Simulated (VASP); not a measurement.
## Sn3C: relaxation of cell and atoms with PBE

The system is Sn3C.

```
Sn C
1.0
    -3.00518    3.00518    3.00518
     3.00518   -3.00518    3.00518
     3.00518    3.00518   -3.00518
Sn C
3 1
Direct
  0.00000 0.50000 0.50000
  0.50000 0.00000 0.50000
  0.50000 0.50000 0.00000
  0.00000 0.00000 0.00000
```

```json
{
  "Program": "VASP 6.6.1",
  "Task": "relaxation of cell and atoms",
  "Functional": "PBE",
  "Potentials or basis": "VASP PAW PBE potentials, release 64 (Sn_d, C)",
  "Cutoff": "600 eV",
  "k mesh": "4 × 4 × 4",
  "Occupations": "gaussian, width 0.1 eV",
  "Spin": "no spin polarisation",
  "Dipole correction": "no",
  "Further INCAR settings": "ALGO = Normal; EDIFF = 1e-07; IBRION = 2; EDIFFG = -0.04; NSW = 90; ISIF = 3"
}
```

```json
{"Relaxed volume": "23.06 Å³/atom", "Relaxed cell": "a = 4.930 Å, b = 4.930 Å, c = 4.930 Å, α = 109.47°, β = 109.47°, γ = 109.47°", "Space group after relaxing (to 0.05 Å)": "Im-3m (No. 229)", "Energy gained by relaxing": "89.0 meV/atom", "Ionic steps": "3", "Pressure after relaxing": "0.0 GPa", "Band gap on the k mesh": "zero (band 23 reaches 7.69 eV, above the bottom of band 24 at 5.21 eV)"}
```

Step by step:
```csv
step,energy change (eV),largest force (eV/Å),pressure (GPa),volume (Å³)
1,0.0000,0.0000,-5.96,108.56
2,-0.3530,0.0000,-0.72,93.47
3,-0.3560,0.0000,-0.03,92.23
```

Final structure:
```yaml
crystal:
  lattice:
    - [-2.84626, 2.84626, 2.84626]
    - [2.84626, -2.84626, 2.84626]
    - [2.84626, 2.84626, -2.84626]
  atoms:
    - { symbol: Sn, position: [0.00000, 0.50000, 0.50000] }
    - { symbol: Sn, position: [0.50000, 0.00000, 0.50000] }
    - { symbol: Sn, position: [0.50000, 0.50000, 0.00000] }
    - { symbol: C, position: [0.00000, 0.00000, 0.00000] }
```

Levels at points of the mesh, in eV from the Fermi level:
```csv
k point,band 20,band 21,band 22,band 23,band 24,band 25,band 26,band 27
"(0.00, 0.00, 0.00)",-2.43,-2.43,-2.43,-1.97,-1.97,-1.97,3.69,3.69
"(0.50, 0.00, 0.00)",-3.07,-2.49,-0.18,0.50,0.75,0.81,2.61,4.19
"(0.50, 0.50, 0.50)",-4.87,-4.87,-0.65,0.00,0.00,0.00,5.80,5.80
```

Wall time 70 s on 1 thread of Intel(R) Xeon(R) 6975P-C (Granite Rapids) (shared host), peak memory 0.27 GiB.

Caveat: the k points lie up to 0.39 Å⁻¹ apart in the final cell; the volume moved by over 15 % at a fixed basis, so the end points are rough; spin-orbit coupling is left out, which moves the levels of the heavy elements.
